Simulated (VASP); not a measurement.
Crystal: V.

```
V
1.0
     0.00000    1.94424    1.94424
     1.94424    0.00000    1.94424
     1.94424    1.94424    0.00000
V
1
Direct
  0.00000 0.00000 0.00000
```

This isn't the form of V at room conditions, which is bcc.

```yaml
Program: VASP 6.6.1
Task: relaxation of cell and atoms
Functional: PBE
Potentials_or_basis: VASP PAW PBE potentials, release 64 (V_sv)
Cutoff: 600 eV
k_mesh: 15 × 15 × 15
Occupations: fermi-dirac, width 0.05 eV
Spin: collinear spin, ferromagnetic start
Starting_moments: "[1.5] μB"
```

At the start: pressure -8.7 GPa; volume 14.70 Å³/atom.

Q: Where does the relaxation end?

A: Over 6 steps the energy falls by 22.7 meV/atom and the volume is 13.91 Å³/atom (-5.4 %); space group Fm-3m (No. 225, to 0.1 Å) before and after; moment 0.00 μB per cell.

Step by step:
```
step  energy change (eV)  largest force (eV/Å)  pressure (GPa)  volume (Å³)
   1              0.0000                0.0000           -8.74        14.70
   2              0.0087                0.0000           12.57        13.06
   3             -0.0227                0.0000           -0.14        13.91
   4             -0.0227                0.0000            0.09        13.90
   5             -0.0227                0.0000           -0.09        13.91
   6             -0.0227                0.0000            0.04        13.91
```

Final structure:
```yaml
crystal:
  lattice:
    - [0.00000, 1.90861, 1.90861]
    - [1.90861, 0.00000, 1.90861]
    - [1.90861, 1.90861, 0.00000]
  atoms:
    - { symbol: V, position: [0.00000, 0.00000, 0.00000] }
```

Caveat: the moments typed at the start vanished in this run.
